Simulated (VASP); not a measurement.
BAs (lda), 2 atoms in the cell. Symmetry: F-43m, No. 216, cubic system. Conventional cell: a = 4.567 Å, b = 4.567 Å, c = 4.567 Å, α = 90.00°, β = 90.00°, γ = 90.00°. Within 2.6 Å of B (site symmetry -43m) lie 4 As at 1.98 Å. Within 2.6 Å of As (site symmetry -43m) lie 4 B at 1.98 Å. 

- Program: VASP 6.6.1
- Task: vibrations by perturbation theory
- Functional: LDA
- Potentials or basis: VASP PAW LDA potentials, release 64 (B, As)
- Cutoff: 500 eV
- k mesh: 10 × 10 × 10
- Occupations: gaussian, width 0.01 eV
- Spin: no spin polarisation
- Dipole correction: no
- Further INCAR settings: ALGO = Normal; EDIFF = 1e-08; IBRION = 8; NSW = 1

Potentials or basis: VASP PAW LDA potentials, release 64 (B, As).

Launch:

```bash
$ cat potpaw_LDA.64/B/POTCAR potpaw_LDA.64/As/POTCAR > POTCAR
$ mpirun -np 1 vasp_std > vasp.out
```

Hardware: 1 thread of Intel(R) Xeon(R) Platinum 8488C (Sapphire Rapids), with other jobs on the host.

Task: How long does it take, and how much memory?

Result: Wall time 85 s on 1 thread of Intel(R) Xeon(R) Platinum 8488C (Sapphire Rapids), on a shared host, peak memory 0.21 GiB. Counts: scf iterations 109, k points 47.
